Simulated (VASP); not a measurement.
# MgO in VASP: further runs, part 3 of 3

VASP 6.6.1. Earlier steps stand in the parts before.

## Step 5: Single point, PBE

This run uses another cell than the first one, of 9.29 Å³/atom, 0.980 times its volume.

Contents of INCAR:

```
  ALGO = Normal
  EDIFF = 1E-7
  ENCUT = 520
  GGA = PE
  ISIF = 2
  ISMEAR = -1
  LASPH = T
  LCHARG = F
  LREAL = F
  LWAVE = F
  NBANDS = 11
  NELM = 100
  PREC = Accurate
  SIGMA = 0.02
```

Contents of KPOINTS:

```
k-points
0
Gamma
  10 10 10
```

Contents of POSCAR:

```
MgO
1.0
    0.0000000000      2.1021674155      2.1021674155
    2.1021674155      0.0000000000      2.1021674155
    2.1021674155      2.1021674155      0.0000000000
Mg O
1 1
Direct
    0.0000000000      0.0000000000      0.0000000000
    0.5000000000      0.5000000000      0.5000000000
```

Potentials or basis: VASP PAW PBE potentials, release 64 (Mg, O).

On the command line:

```
cat potpaw_PBE.64/Mg/POTCAR potpaw_PBE.64/O/POTCAR > POTCAR
mpirun -np 1 vasp_std > vasp.out
```

OUTCAR:

```text
EDIFF = 1E-7
   ENCUT = 520
   GGA = PE
   ISIF = 2
   ISMEAR = -1
   LASPH = T
   LREAL = F
   NELM = 100
   PREC = Accurate

 ion  position               nearest neighbor table
   1  0.000  0.000  0.000-   2 2.10   2 2.10   2 2.10   2 2.10   2 2.10   2 2.10
   2  0.500  0.500  0.500-   1 2.10   1 2.10   1 2.10   1 2.10   1 2.10   1 2.10

  LATTYP: Found a face centered cubic cell.
 ALAT       =     4.2043348310

  Lattice vectors:

 A1 = (   0.0000000000,   2.1021674155,   2.1021674155)
 A2 = (   2.1021674155,   0.0000000000,   2.1021674155)
 A3 = (   2.1021674155,   2.1021674155,   0.0000000000)

Analysis of symmetry for initial positions (statically):
=====================================================================
 Subroutine PRICEL returns:
 Original cell was already a primitive cell.

 Routine SETGRP: Setting up the symmetry group for a
 face centered cubic supercell.

 Subroutine GETGRP returns: Found 48 space group operations
 (whereof 48 operations were pure point group operations)
 out of a pool of 48 trial point group operations.

The static configuration has the point symmetry O_h .

Analysis of symmetry for dynamics (positions and initial velocities):
=====================================================================
 Subroutine PRICEL returns:
 Original cell was already a primitive cell.

 Routine SETGRP: Setting up the symmetry group for a
 face centered cubic supercell.

 Subroutine GETGRP returns: Found 48 space group operations
 (whereof 48 operations were pure point group operations)
 out of a pool of 48 trial point group operations.

The dynamic configuration has the point symmetry O_h .

 Subroutine INISYM returns: Found 48 space group operations
 (whereof 48 operations are pure point group operations),
 and found     1 'primitive' translations

----------------------------------------------------------------------------------------

                                     Primitive cell

  volume of cell :      18.5794

  direct lattice vectors                    reciprocal lattice vectors
     0.000000000  2.102167415  2.102167415    -0.237849753  0.237849753  0.237849753
     2.102167415  0.000000000  2.102167415     0.237849753 -0.237849753  0.237849753
     2.102167415  2.102167415  0.000000000     0.237849753  0.237849753 -0.237849753

  length of vectors
     2.972913669  2.972913669  2.972913669     0.411967856  0.411967856  0.411967856

  position of ions in fractional coordinates (direct lattice)
     0.000000000  0.000000000  0.000000000
     0.500000000  0.500000000  0.500000000

  ion indices of the primitive-cell ions
   primitive index   ion index
                 1           1
                 2           2

----------------------------------------------------------------------------------------

 KPOINTS: k-points

Automatic generation of k-mesh.
 Grid dimensions read from file:
 generate k-points for:   10   10   10

 Generating k-lattice:

  Cartesian coordinates                     Fractional coordinates (reciprocal lattice)
    -0.023784975  0.023784975  0.023784975     0.100000000  0.000000000  0.000000000
     0.023784975 -0.023784975  0.023784975     0.000000000  0.100000000  0.000000000
     0.023784975  0.023784975 -0.023784975     0.000000000  0.000000000  0.100000000

  Length of vectors
     0.041196786  0.041196786  0.041196786

  Shift w.r.t. Gamma in fractional coordinates (k-lattice)
     0.000000000  0.000000000  0.000000000

 Subroutine IBZKPT returns following result:
 ===========================================

 Found     47 irreducible k-points:

 Following reciprocal coordinates:
            Coordinates               Weight
  0.000000  0.000000  0.000000      1.000000
  0.100000  0.000000  0.000000      8.000000
  0.200000  0.000000  0.000000      8.000000
  0.300000  0.000000  0.000000      8.000000
  0.400000  0.000000  0.000000      8.000000
  0.500000  0.000000  0.000000      4.000000
[... 16 lines left out ...]
  0.300000  0.300000  0.000000      6.000000
  0.400000  0.300000  0.000000     24.000000
 [... further k-points ...]
   k-points           NKPTS =     47   k-points in BZ     NKDIM =     47   number of bands    NBANDS=     11
   number of dos      NEDOS =    301   number of ions     NIONS =      2
   total plane-waves  NPLWV =  13824
   dimension x,y,z NGX =    24 NGY =   24 NGZ =   24
   dimension x,y,z NGXF=    48 NGYF=   48 NGZF=   48
   ions per type =               1   1
   NGX,Y,Z   is equivalent  to a cutoff of  13.42, 13.42, 13.42 a.u.
   NGXF,Y,Z  is equivalent  to a cutoff of  26.84, 26.84, 26.84 a.u.
 SYSTEM =  unknown system
   PREC   = accura    normal or accurate (medium, high low for compatibility)
   ISTART =      0    job   : 0-new  1-cont  2-samecut
   ICHARG =      2    charge: 1-file 2-atom 10-const
   ISPIN  =      1    spin polarized calculation?
   LNONCOLLINEAR =      F non collinear calculations
   LSORBIT =      F    spin-orbit coupling
   LASPH  =      T    aspherical Exc in radial PAW
   ENCUT  =  520.0 eV  38.22 Ry    6.18 a.u.   5.53  5.53  5.53*2*pi/ulx,y,z
   NELM   =    100;   NELMIN=  2; NELMDL= -5     # of ELM steps
   EDIFF  = 0.1E-06   stopping-criterion for ELM
   LREAL  =      F    real-space projection
   EDIFFG = 0.1E-05   stopping-criterion for IOM
   NSW    =      0    number of steps for IOM
   IBRION =     -1    ionic relax: 0-MD 1-quasi-New 2-CG
   NFREE  =      0    steps in history (QN), initial steepest desc. (CG)
   ISIF   =      2    stress and relaxation
   ISYM   =      2    0-nonsym 1-usesym 2-fastsym
   POTIM  = 0.5000    time-step for ionic-motion
   TEBEG  =    0.0;   TEEND  =   0.0 temperature during run
   PSTRESS=    0.0 pullay stress
   NELECT =       8.0000    total number of electrons
   NUPDOWN=      -1.0000    fix difference up-down
   EMIN   =  10.00;   EMAX   =-10.00  energy-range for DOS
   EFERMI =   0.00;   METHOD = LEGACY
   ISMEAR =    -1;   SIGMA  =   0.02  broadening in eV -4-tet -1-fermi 0-gaus
   EFERMI_NEDOS =   21; number of points for ismear=-14 and -15
   IALGO  =     38    algorithm
   IMIX   =      4    mixing-type and parameters
     AMIX     =   0.40;   BMIX     =  1.00
     AMIX_MAG =   1.60;   BMIX_MAG =  1.00
  volume/ion in A,a.u.               =       9.29        62.69
  Fermi-wavevector in a.u.,A,eV,Ry     =   1.236216  2.336109 20.792816  1.528229
  Thomas-Fermi vector in A             =   2.370833
   LORBIT       =      0    0 simple, 1 ext, 2 COOP (PROOUT), +10 PAW based schemes
   GGA     = PE    functional components
   LHFCALC =     F    Hartree Fock is set to
   AEXX    =    0.0000 exact exchange contribution
   IVDW    =     0    specifies the selected vdW correction
   LEPSILON=     F    determine dielectric tensor
   LRPA    =     F    only Hartree local field effects (RPA)
 non-spin polarized calculation
  energy-cutoff  :      520.00
  volume of cell :       18.58
 maximum number of plane-waves:       531
 NGX is ok and might be reduce to    24
   NGX = 11   NGY = 11   NGZ = 11

 number of electron       8.0000004 magnetization

 Free energy of the ion-electron system (eV)
  ---------------------------------------------------
  ext. energy  EPLUGINS =         0.00000000
  ---------------------------------------------------
  free energy    TOTEN  =       -11.90258788 eV

  energy without entropy =      -11.90258788  energy(sigma->0) =      -11.90258788

 E-fermi :   3.6587     XC(G=0): -11.1048

 val. band max:        3.2283361277   @ k =   0.0000   0.0000   0.0000
 cond. band min:       8.0086488481   @ k =   0.0000   0.0000   0.0000
 fundamental gap:      4.7803127204
 Fermi energy:         3.6587222274

 k-point     1 :       0.0000    0.0000    0.0000
  band No.  band energies     occupation
      1     -14.0635      2.00000
      2       3.2283      2.00000
      3       3.2283      2.00000
      4       3.2283      2.00000
      5       8.0086      0.00000
      6      19.0594      0.00000
      7      19.0594      0.00000
      8      19.0594      0.00000
      9      22.9907      0.00000
     10      24.7714      0.00000
     11      24.7714      0.00000
[... 309 lines left out ...]
 k-point    24 :       0.4000    0.3000    0.0000
  band No.  band energies     occupation
      1     -12.8127      2.00000
      2      -0.3646      2.00000
      3       1.9177      2.00000
      4       2.1377      2.00000
      5      12.8536      0.00000
      6      13.4285      0.00000
      7      16.8899      0.00000
      8      21.4804      0.00000
      9      21.6878      0.00000
     10      28.1843      0.00000
     11      30.3191      0.00000

 [... further k-points ...]
[... 5 lines left out ...]
  --------------------------------------------------------------------------------------
  -------------------------------------------------------------------------------------
  Total        0.5683671      0.5683671      0.5683671     -0.0000000      0.0000000      0.0000000
  in kB       49.0125844     49.0125844     49.0125844     -0.0000000      0.0000000      0.0000000
  external PRESSURE =      49.0125844 kB  Pullay stress =       0.0000000 kB

 VOLUME and BASIS-vectors are now :
 -----------------------------------------------------------------------------
  energy-cutoff  :      520.00
  volume of cell :       18.58
      direct lattice vectors                 reciprocal lattice vectors
     0.000000000  2.102167415  2.102167415    -0.237849753  0.237849753  0.237849753
     2.102167415  0.000000000  2.102167415     0.237849753 -0.237849753  0.237849753
     2.102167415  2.102167415  0.000000000     0.237849753  0.237849753 -0.237849753

 POSITION                                       TOTAL-FORCE (eV/Angst)
 -----------------------------------------------------------------------------------
      0.00000      0.00000      0.00000        -0.000000     -0.000000      0.000000
      2.10217      2.10217      2.10217         0.000000      0.000000      0.000000
 -----------------------------------------------------------------------------------
    total drift:                               -0.000000     -0.000000      0.000000

  FREE ENERGIE OF THE ION-ELECTRON SYSTEM (eV)
  ---------------------------------------------------
  free  energy   TOTEN  =       -11.9025878772 eV

  energy  without entropy=      -11.9025878772  energy(sigma->0) =      -11.90258788
```

stdout:

```text
POSCAR found type information on POSCAR MgO
 POSCAR found :  2 types and       2 ions
 scaLAPACK will be used
 LDA part: xc-table for (Slater+PW92), standard interpolation
 POSCAR, INCAR and KPOINTS ok, starting setup
 FFT: planning ... GRIDC
 FFT: planning ... GRID_SOFT
 FFT: planning ... GRID
 WAVECAR not read
 entering main loop
```

Run time: 8.2 s. Hardware: 1 thread of Intel Xeon 6975P-C, shared host; peak memory 0.14 GiB.

What came out:

* Free energy: -11.9026 eV
* Pressure: 4.9 GPa
* Band gap on the k mesh: 4.78 eV, direct

A hybrid or GW would open this gap; PBE tends to underestimate it.

## Step 6: Single point, PBE (uniaxial z strain -4.0%)

Contents of INCAR:

```
  ALGO = Normal
  EDIFF = 1E-6
  ENCUT = 520
  GGA = PE
  ISIF = 2
  ISMEAR = -1
  LASPH = True
  LCHARG = False
  LREAL = False
  LWAVE = False
  NBANDS = 11
  NELM = 80
  PREC = Accurate
  SIGMA = 0.02
```

KPOINTS is that of step 5.

Contents of POSCAR:

```
MgO
1.0
    0.0000000000      2.1021674155      2.0180807188
    2.1021674155      0.0000000000      2.0180807188
    2.1021674155      2.1021674155      0.0000000000
Mg O
1 1
Direct
    0.0000000000      0.0000000000      0.0000000000
    0.5000000000      0.5000000000      0.5000000000
```

Potentials or basis: VASP PAW PBE potentials, release 64 (Mg, O).

On the command line:

```
cat potpaw_PBE.64/Mg/POTCAR potpaw_PBE.64/O/POTCAR > POTCAR
mpirun -np 1 vasp_std > vasp.out
```

Wall time 13 s (1 thread of Intel Xeon 6975P-C, shared host); peak memory 0.15 GiB.

The run converged. Its results:

- Free energy: -11.8441 eV
- Pressure: 13.2 GPa
- Band gap on the k mesh: 5.15 eV, direct

Stress tensor (GPa, compression positive):
```
 9.18  0.00  0.00
 0.00  9.18  0.00
 0.00  0.00 21.16
```

Levels at points of the mesh, in eV from the valence-band top:
| k point | band 2 | band 3 | band 4 | band 5 | band 6 | band 7 |
| --- | --- | --- | --- | --- | --- | --- |
| (0.00, 0.00, 0.00) | -0.09 | 0.00 | 0.00 | 5.15 | 15.91 | 15.91 |
| (0.50, 0.00, 0.00) | -4.85 | -0.78 | -0.70 | 8.16 | 13.10 | 16.31 |
| (0.50, 0.50, 0.00) | -4.19 | -1.57 | -1.57 | 8.86 | 10.43 | 13.94 |
| (0.50, 0.00, 0.50) | -4.36 | -1.50 | -1.25 | 9.31 | 10.49 | 13.39 |

Caveat: the cell differs from its parent crystal (uniaxial z strain -4.0%).

## Step 7: Overview

| cell | k mesh | smearing | gap on the mesh (eV) | pressure (GPa) |
| --- | --- | --- | --- | --- |
| a = 3.003, b = 3.003, c = 2.973 Å, angles 60.3, 60.3, 59.3°, 2 atoms | 6 × 6 × 6 | gaussian 0.01 eV | 4.56 | 1.7 |
| a = 3.018, b = 3.018, c = 2.973 Å, angles 60.5, 60.5, 59.0°, 2 atoms | 6 × 6 × 6 | gaussian 0.01 eV | 4.45 | 0.3 |
| a = 3.033, b = 3.033, c = 2.973 Å, angles 60.7, 60.7, 58.7°, 2 atoms | 6 × 6 × 6 | gaussian 0.01 eV | 4.34 | -0.9 |
| a = 2.973 Å, angles 60.0°, 2 atoms | 10 × 10 × 10 | fermi-dirac 0.02 eV | 4.78 | 4.9 |
| a = 2.914, b = 2.914, c = 2.973 Å, angles 59.3, 59.3, 61.3°, 2 atoms | 10 × 10 × 10 | fermi-dirac 0.02 eV | 5.15 | 13.2 |

Alike in all rows: task single point; level PBE; potentials or basis VASP PAW PBE potentials, release 64 (Mg, O); no spin polarisation; cutoff (eV) 520.

Caveats: some runs use coarse meshes.

Total energies depend on the potentials used, so only differences within one code and one set of settings carry meaning.
